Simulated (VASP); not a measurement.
# I (I4_1/amd) in VASP: single point with LDA

Aim: the single point of I with LDA.

All numbers are computed with VASP 6.6.1; they aren't measurements. Logs are shortened: lines on timing, memory, paths and dates and some standing lists are left out, and cuts for length are marked.

### 1 The cell of the first run

It takes space group I4_1/amd (No. 141, tetragonal). Conventional cell: a = 4.967 Å, b = 4.967 Å, c = 2.628 Å, α = 90.00°, β = 90.00°, γ = 90.00°. Within 3.4 Å of I (site symmetry -4m2) lie 10 I at 2.57 to 3.17 Å.

### 2 Single point, LDA

The input, INCAR:

```
SYSTEM = I
PREC = Accurate ; ENCUT = 520
EDIFF = 1E-6 ; ISMEAR = -1
SIGMA = 0.05 ; LREAL = .False.
LASPH = .True. ; NELM = 80
ALGO = Normal ; ISIF = 2
LWAVE = .False. ; LCHARG = .True.
GGA = CA ; LELF = .True.
LVHAR = .True. ; NBANDS = 14
```

The input, KPOINTS:

```
regular mesh
0
Gamma
  16 16 16
  0 0 0
```

The input, POSCAR:

```
I
1.0
   -2.4835822118      2.4835822118      1.3140107366
    2.4835822118     -2.4835822118      1.3140107366
    2.4835822118      2.4835822118     -1.3140107366
I
2
Direct
   -0.3750000000     -0.1250000000     -0.2500000000
    0.3750000000      0.1250000000      0.2500000000
```

Potentials or basis: VASP PAW LDA potentials, release 64 (I).

Started as:

```console
$ cat potpaw_LDA.64/I/POTCAR > POTCAR
$ mpirun -np 1 vasp_std > vasp.out
```

OUTCAR:

```text
SYSTEM = I
   PREC = Accurate
   ENCUT = 520
   EDIFF = 1E-6
   ISMEAR = -1
   LREAL = .False.
   LASPH = .True.
   NELM = 80
   ISIF = 2
   GGA = CA

 ion  position               nearest neighbor table
   1  0.625  0.875  0.750-   2 2.57   2 2.57   2 2.57   2 2.57   2 3.17   2 3.17   2 3.17   2 3.17

   2  0.375  0.125  0.250-   1 2.57   1 2.57   1 2.57   1 2.57   1 3.17   1 3.17   1 3.17   1 3.17

  LATTYP: Found a body centered tetragonal cell.
 ALAT       =     4.9671644236
 C/A-ratio  =     0.5290788162

  Lattice vectors:

 A1 = (  -2.4835822118,   2.4835822118,   1.3140107366)
 A2 = (   2.4835822118,  -2.4835822118,   1.3140107366)
 A3 = (   2.4835822118,   2.4835822118,  -1.3140107366)

Analysis of symmetry for initial positions (statically):
=====================================================================
 Subroutine PRICEL returns:
 Original cell was already a primitive cell.

 Routine SETGRP: Setting up the symmetry group for a
 body centered tetragonal supercell.

 Subroutine GETGRP returns: Found 16 space group operations
 (whereof  4 operations were pure point group operations)
 out of a pool of 16 trial point group operations.

The static configuration has the point symmetry C_2h.
 The point group associated with its full space group is D_4h.

Analysis of symmetry for dynamics (positions and initial velocities):
=====================================================================
 Subroutine PRICEL returns:
 Original cell was already a primitive cell.

 Routine SETGRP: Setting up the symmetry group for a
 body centered tetragonal supercell.

 Subroutine GETGRP returns: Found 16 space group operations
 (whereof  4 operations were pure point group operations)
 out of a pool of 16 trial point group operations.

The dynamic configuration has the point symmetry C_2h.
 The point group associated with its full space group is D_4h.

 Subroutine INISYM returns: Found 16 space group operations
 (whereof  4 operations are pure point group operations),
 and found     1 'primitive' translations

----------------------------------------------------------------------------------------

                                     Primitive cell

  volume of cell :      32.4202

  direct lattice vectors                    reciprocal lattice vectors
    -2.483582212  2.483582212  1.314010737     0.000000000  0.201322105  0.380514395
     2.483582212 -2.483582212  1.314010737     0.201322105  0.000000000  0.380514395
     2.483582212  2.483582212 -1.314010737     0.201322105  0.201322105  0.000000000

  length of vectors
     3.750064722  3.750064722  3.750064722     0.430490180  0.430490180  0.284712452

  position of ions in fractional coordinates (direct lattice)
     0.625000000  0.875000000  0.750000000
     0.375000000  0.125000000  0.250000000

  ion indices of the primitive-cell ions
   primitive index   ion index
                 1           1
                 2           2

----------------------------------------------------------------------------------------

 KPOINTS: regular mesh

Automatic generation of k-mesh.
 Grid dimensions read from file:
 generate k-points for:   16   16   16

 Generating k-lattice:

  Cartesian coordinates                     Fractional coordinates (reciprocal lattice)
     0.000000000  0.012582632  0.023782150     0.062500000  0.000000000  0.000000000
     0.012582632  0.000000000  0.023782150     0.000000000  0.062500000  0.000000000
     0.012582632  0.012582632  0.000000000     0.000000000  0.000000000  0.062500000

  Length of vectors
     0.026905636  0.026905636  0.017794528

  Shift w.r.t. Gamma in fractional coordinates (k-lattice)
     0.000000000  0.000000000  0.000000000

 Subroutine IBZKPT returns following result:
 ===========================================

 Found    349 irreducible k-points:

 Following reciprocal coordinates:
            Coordinates               Weight
  0.000000  0.000000  0.000000      1.000000
  0.062500 -0.000000  0.000000      8.000000
  0.125000 -0.000000  0.000000      8.000000
  0.187500  0.000000  0.000000      8.000000
  0.250000 -0.000000  0.000000      8.000000
  0.312500 -0.000000  0.000000      8.000000
[... 16 lines left out ...]
 -0.125000  0.062500 -0.000000     16.000000
 -0.062500  0.062500  0.000000      4.000000
 [... further k-points ...]
   k-points           NKPTS =    349   k-points in BZ     NKDIM =    349   number of bands    NBANDS=     14
   number of dos      NEDOS =    301   number of ions     NIONS =      2
   total plane-waves  NPLWV =  21952
   dimension x,y,z NGX =    28 NGY =   28 NGZ =   28
   dimension x,y,z NGXF=    56 NGYF=   56 NGZF=   56
   ions per type =               2
   NGX,Y,Z   is equivalent  to a cutoff of  12.41, 12.41, 12.41 a.u.
   NGXF,Y,Z  is equivalent  to a cutoff of  24.83, 24.83, 24.83 a.u.
 SYSTEM =  I
   PREC   = accura    normal or accurate (medium, high low for compatibility)
   ISTART =      0    job   : 0-new  1-cont  2-samecut
   ICHARG =      2    charge: 1-file 2-atom 10-const
   ISPIN  =      1    spin polarized calculation?
   LNONCOLLINEAR =      F non collinear calculations
   LSORBIT =      F    spin-orbit coupling
   LASPH  =      T    aspherical Exc in radial PAW
   ENCUT  =  520.0 eV  38.22 Ry    6.18 a.u.   6.97  6.97  6.97*2*pi/ulx,y,z
   NELM   =     80;   NELMIN=  2; NELMDL= -5     # of ELM steps
   EDIFF  = 0.1E-05   stopping-criterion for ELM
   LREAL  =      F    real-space projection
   EDIFFG = 0.1E-04   stopping-criterion for IOM
   NSW    =      0    number of steps for IOM
   IBRION =     -1    ionic relax: 0-MD 1-quasi-New 2-CG
   NFREE  =      0    steps in history (QN), initial steepest desc. (CG)
   ISIF   =      2    stress and relaxation
   ISYM   =      2    0-nonsym 1-usesym 2-fastsym
   POTIM  = 0.5000    time-step for ionic-motion
   TEBEG  =    0.0;   TEEND  =   0.0 temperature during run
   PSTRESS=    0.0 pullay stress
   NELECT =      14.0000    total number of electrons
   NUPDOWN=      -1.0000    fix difference up-down
   EMIN   =  10.00;   EMAX   =-10.00  energy-range for DOS
   EFERMI =   0.00;   METHOD = LEGACY
   ISMEAR =    -1;   SIGMA  =   0.05  broadening in eV -4-tet -1-fermi 0-gaus
   EFERMI_NEDOS =   21; number of points for ismear=-14 and -15
   IALGO  =     38    algorithm
   IMIX   =      4    mixing-type and parameters
     AMIX     =   0.40;   BMIX     =  1.00
     AMIX_MAG =   1.60;   BMIX_MAG =  1.00
  volume/ion in A,a.u.               =      16.21       109.39
  Fermi-wavevector in a.u.,A,eV,Ry     =   1.237406  2.338358 20.832878  1.531173
  Thomas-Fermi vector in A             =   2.371974
   LORBIT       =      0    0 simple, 1 ext, 2 COOP (PROOUT), +10 PAW based schemes
   GGA     = CA    functional components
   LHFCALC =     F    Hartree Fock is set to
   AEXX    =    0.0000 exact exchange contribution
   IVDW    =     0    specifies the selected vdW correction
   LEPSILON=     F    determine dielectric tensor
   LRPA    =     F    only Hartree local field effects (RPA)
 non-spin polarized calculation
  energy-cutoff  :      520.00
  volume of cell :       32.42
 maximum number of plane-waves:       894
   NGX = 13   NGY = 13   NGZ = 13

 number of electron      14.0000001 magnetization

 Free energy of the ion-electron system (eV)
  ---------------------------------------------------
  ext. energy  EPLUGINS =         0.00000000
  ---------------------------------------------------
  free energy    TOTEN  =         5.70872391 eV

  energy without entropy =        5.71494068  energy(sigma->0) =        5.71183230

 E-fermi :  18.9098     XC(G=0): -12.8942

 val. band max:       18.9092116554   @ k =   0.5000   0.2500   0.0000
 cond. band min:      18.9276790097   @ k =  -0.1875   0.5000   0.1250
 fundamental gap:      0.0184673543
 Fermi energy:        18.9098336502

 k-point     1 :       0.0000    0.0000    0.0000
  band No.  band energies     occupation
      1      -3.8168      2.00000
      2       6.0238      2.00000
      3       8.7944      2.00000
      4       8.7944      2.00000
      5      16.6623      2.00000
      6      19.8782      0.00000
      7      19.8782      0.00000
      8      21.3555      0.00000
      9      21.7506      0.00000
     10      24.8146      0.00000
     11      25.8400      0.00000
     12      27.7113      0.00000
     13      28.1955      0.00000
     14      28.1965      0.00000

 k-point     2 :       0.0625   -0.0000    0.0000
  band No.  band energies     occupation
      1      -3.7050      2.00000
      2       5.9016      2.00000
      3       8.8173      2.00000
      4       9.1277      2.00000
      5      16.8308      2.00000
      6      19.4418      0.00005
      7      19.9173      0.00000
      8      20.6126      0.00000
      9      20.7129      0.00000
     10      24.7778      0.00000
     11      26.1636      0.00000
     12      26.1922      0.00000
     13      26.6131      0.00000
     14      28.7568      0.00000

 k-point     3 :       0.1250   -0.0000    0.0000
  band No.  band energies     occupation
      1      -3.3702      2.00000
      2       5.6774      2.00000
      3       8.8921      2.00000
      4       9.9766      2.00000
      5      17.3215      2.00000
      6      17.9970      2.00000
      7      18.6679      1.98430
      8      19.3568      0.00026
      9      19.9531      0.00000
     10      24.2695      0.00000
     11      24.5078      0.00000
     12      25.6179      0.00000
     13      27.7576      0.00000
     14      30.7439      0.00000
[... 324 lines left out ...]
 k-point    23 :      -0.1250    0.0625   -0.0000
  band No.  band energies     occupation
      1      -3.6092      2.00000
      2       5.2694      2.00000
      3       8.8280      2.00000
      4       9.7327      2.00000
      5      17.2126      2.00000
      6      18.5398      1.99878
      7      19.6300      0.00000
      8      20.5277      0.00000
      9      20.8046      0.00000
     10      25.1622      0.00000
     11      26.2258      0.00000
     12      26.5773      0.00000
     13      27.1638      0.00000
     14      28.5547      0.00000

 k-point    24 :      -0.0625    0.0625    0.0000
  band No.  band energies     occupation
      1      -3.7688      2.00000
      2       5.6330      2.00000
      3       8.8499      2.00000
      4       9.1179      2.00000
      5      16.8577      2.00000
      6      19.3717      0.00019
      7      19.6357      0.00000
      8      21.5314      0.00000
      9      21.6917      0.00000
     10      25.0939      0.00000
     11      25.9099      0.00000
     12      27.4260      0.00000
     13      28.3363      0.00000
     14      28.3570      0.00000

 [... further k-points ...]

------------------------ aborting loop because EDIFF is reached ----------------------------------------

  FORCE on cell =-STRESS in cart. coord.  units (eV):
  Direction    XX          YY          ZZ          XY          YZ          ZX
  --------------------------------------------------------------------------------------
  -------------------------------------------------------------------------------------
  Total       30.4567998     30.4567998     30.4732619     -0.0000000     -0.0000000      0.0000000
  in kB     1505.1468175   1505.1468175   1505.9603577     -0.0000000     -0.0000000      0.0000000
  external PRESSURE =    1505.4179975 kB  Pullay stress =       0.0000000 kB

 VOLUME and BASIS-vectors are now :
 -----------------------------------------------------------------------------
  energy-cutoff  :      520.00
  volume of cell :       32.42
      direct lattice vectors                 reciprocal lattice vectors
    -2.483582212  2.483582212  1.314010737     0.000000000  0.201322105  0.380514395
     2.483582212 -2.483582212  1.314010737     0.201322105  0.000000000  0.380514395
     2.483582212  2.483582212 -1.314010737     0.201322105  0.201322105  0.000000000

 POSITION                                       TOTAL-FORCE (eV/Angst)
 -----------------------------------------------------------------------------------
      2.48358      1.24179      0.98551        -0.000000      0.000000      0.000000
      0.00000      1.24179      0.32850         0.000000     -0.000000     -0.000000
 -----------------------------------------------------------------------------------
    total drift:                               -0.000000      0.000000     -0.000000

  FREE ENERGIE OF THE ION-ELECTRON SYSTEM (eV)
  ---------------------------------------------------
  free  energy   TOTEN  =         5.7087239135 eV

  energy  without entropy=        5.7149406828  energy(sigma->0) =        5.71183230
```

Run time: 52 s. Hardware: 1 thread of Intel Xeon 6975P-C (Granite Rapids), shared host; peak memory 0.24 GiB.

What came out:

```yaml
Free_energy: 5.7087 eV
Pressure: 150.5 GPa
Band_gap_on_the_k_mesh: zero (bands 7 and 8 overlap by 8.82 eV)
```

Stress tensor (GPa, compression positive):
```
150.51   0.00   0.00
  0.00 150.51   0.00
  0.00   0.00 150.60
```

Caveat: the cell stands under pressure; spin-orbit coupling is left out, which moves the levels of the heavy elements.
